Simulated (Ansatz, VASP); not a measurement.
**Two plane-wave programs on SiC**

INCAR

```
  ALGO = Normal
  EDIFF = 1E-6
  ENCUT = 520
  GGA = PE
  ISIF = 2
  ISMEAR = 0
  LASPH = True
  LCHARG = True
  LELF = True
  LREAL = False
  LVHAR = True
  LWAVE = False
  NBANDS = 16
  NELM = 80
  PREC = Accurate
  SIGMA = 0.01
```

The input KPOINTS:

```
k-points
0
Gamma
  9 9 4
```

POSCAR

```
SiC
1.0
    3.0287111375      0.0000000000      0.0000000000
   -1.5143555688      2.6229407858      0.0000000000
    0.0000000000      0.0000000000      4.9706876466
Si C
2 2
Direct
    0.3333333333      0.6666666667     -0.0004133931
    0.6666666667      0.3333333333      0.4995866069
    0.3333333333      0.6666666667      0.3754133931
    0.6666666667      0.3333333333      0.8754133931
```

Input for Ansatz:

```yaml
crystal:
  lattice:
    - [3.0287111375, 0.0, 0.0]
    - [-1.5143555688, 2.6229407858, 0.0]
    - [0.0, 0.0, 4.9706876466]
  atoms:
    - { symbol: Si, position: [0.3333333333, 0.6666666667, -0.0004133931] }
    - { symbol: Si, position: [0.6666666667, 0.3333333333, 0.4995866069] }
    - { symbol: C, position: [0.3333333333, 0.6666666667, 0.3754133931] }
    - { symbol: C, position: [0.6666666667, 0.3333333333, 0.8754133931] }
kpoints:
  mp_grid: { grid: [9, 9, 4] }
hamiltonian:
  xc: pbe
scf:
  occupations: { method: fixed }
  n_extra_bands: 5
output:
  forces: true
  stress: true
  eigenvalues: true
```

Alike in both runs: task single point; functional PBE; k mesh 9 × 9 × 4; no spin polarisation.

```csv
,VASP,Ansatz
version,VASP 6.6.1,Ansatz 0.2.0
potentials or method,"VASP PAW PBE potentials, release 64 (Si, C)","plane waves, PAW"
plane-wave cutoff (eV),520,420
occupations,"gaussian, width 0.01 eV",fixed
valence electrons in the cell,16,16
```

Ansatz gave:

* gap on the k mesh at the Fermi level (eV): 2.19
* pressure (GPa): 14.9
* traceless stress, the component that is largest in VASP (GPa): -0.28
* rms of the force components (eV/Å): 0.005

Task: What did VASP give for the same quantities?

Result: gap on the k mesh at the Fermi level (eV): 2.19; pressure (GPa): 14.8; traceless stress, the component that is largest in VASP (GPa): -0.26; rms of the force components (eV/Å): 0.005.

Atom by atom the forces differ by 0.000 eV/Å (rms over components).
